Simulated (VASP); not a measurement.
Here is a VASP 6.6.1 calculation.

INCAR

```
SYSTEM = La
ALGO     = Normal         ! electronic algorithm
EDIFF    = 1E-7           ! SCF threshold, eV
EDIFFG   = -0.005         ! ionic threshold
ENCUT    = 500            ! plane-wave cutoff, eV
GGA      = PE             ! functional
GGA_COMPAT= .FALSE.      
IBRION   = 2              ! ionic algorithm
ISIF     = 4              ! what is computed and relaxed
ISMEAR   = -1             ! smearing method
LASPH    = .TRUE.         ! aspherical terms in the spheres
LCHARG   = .FALSE.        ! write CHGCAR
LMAXMIX  = 6              ! l up to which the mixer works
LREAL    = .FALSE.        ! projectors in reciprocal space
LWAVE    = .FALSE.        ! write WAVECAR
NELM     = 200            ! most SCF steps
NELMIN   = 4            
NSW      = 50             ! ionic steps
PREC     = Accurate       ! precision mode
SIGMA    = 0.08           ! smearing width, eV
```

Contents of KPOINTS:

```
k-points
0
G
  7 7 9
  0 0 0
```

The input POSCAR:

```
La
1.0
    4.4945444073      0.0000000000      0.0000000000
   -2.2472722036      3.8923896352      0.0000000000
    0.0000000000      0.0000000000      2.7423651362
La
3
Direct
    0.0000000000      0.0000000000      0.0000000000
    0.3333333333      0.6666666667      0.5000000000
    0.6666666667      0.3333333333      0.5000000000
```

Potentials or basis: VASP PAW PBE potentials, release 64 (La).

Command:

```bash
$ cat potpaw_PBE.64/La/POTCAR > POTCAR
$ mpirun -np 1 vasp_std > vasp.out
```

(1) What does it give for the band gap on the k mesh?

Results:

(1) zero (an odd number of electrons rules out a gap without spin polarisation).

Caveat: spin-orbit coupling is left out, which moves the levels of the heavy elements.
